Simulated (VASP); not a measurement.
Write the native input for VASP 6.6.1 that does the following.

```
Task                   : single point
Functional             : LDA
Potentials or basis    : VASP PAW LDA potentials, release 64 (Pb_d, Se)
Cutoff                 : 520 eV
k mesh                 : 8 × 8 × 6
Occupations            : methfessel-paxton, width 0.01 eV
Spin                   : no spin polarisation
Dipole correction      : no
Further INCAR settings : ALGO = Normal; EDIFF = 1e-06; NBANDS = 28
```

The structure of PbSe lies in POSCAR:

```
PbSe
1.0
    2.1548770000     -6.1339470000      0.0000000000
    2.1548770000      6.1339470000      0.0000000000
    0.0000000000      0.0000000000      4.4504940000
Pb Se
2 2
Direct
    0.6317610000      0.3682390000      0.7500000000
    0.3682390000      0.6317610000      0.2500000000
    0.8612900000      0.1387100000      0.7500000000
    0.1387100000      0.8612900000      0.2500000000
```

The input as run:

INCAR

```
SYSTEM = PbSe
ALGO     = Normal         ! electronic algorithm
EDIFF    = 1E-6           ! SCF threshold, eV
ENCUT    = 520            ! plane-wave cutoff, eV
GGA      = CA             ! functional
ISIF     = 2              ! what is computed and relaxed
ISMEAR   = 1              ! smearing method
LASPH    = .TRUE.         ! aspherical terms in the spheres
LCHARG   = .FALSE.        ! write CHGCAR
LREAL    = .FALSE.        ! projectors in reciprocal space
LWAVE    = .FALSE.        ! write WAVECAR
NBANDS   = 28             ! bands
NELM     = 100            ! most SCF steps
PREC     = Accurate       ! precision mode
SIGMA    = 0.01           ! smearing width, eV
```

KPOINTS

```
k-points
0
G
  8 8 6
  0 0 0
```

Potentials or basis: VASP PAW LDA potentials, release 64 (Pb_d, Se).

The run is started by

```sh
$ cat potpaw_LDA.64/Pb_d/POTCAR potpaw_LDA.64/Se/POTCAR > POTCAR
$ mpirun -np 1 vasp_std > vasp.out
```

Results of the run:

- Pressure: -3.2 GPa
- Largest force: 0.077 eV/Å
- Band gap on the k mesh: 0.97 eV, indirect (least direct gap 1.07 eV)

Caveat: spin-orbit coupling is left out, which moves the levels of the heavy elements.

Wall time 3.5 min on 1 thread of Intel(R) Xeon(R) Platinum 8259CL CPU @ 2.50GHz (Skylake/Cascade Lake) (shared host), peak memory 0.39 GiB.
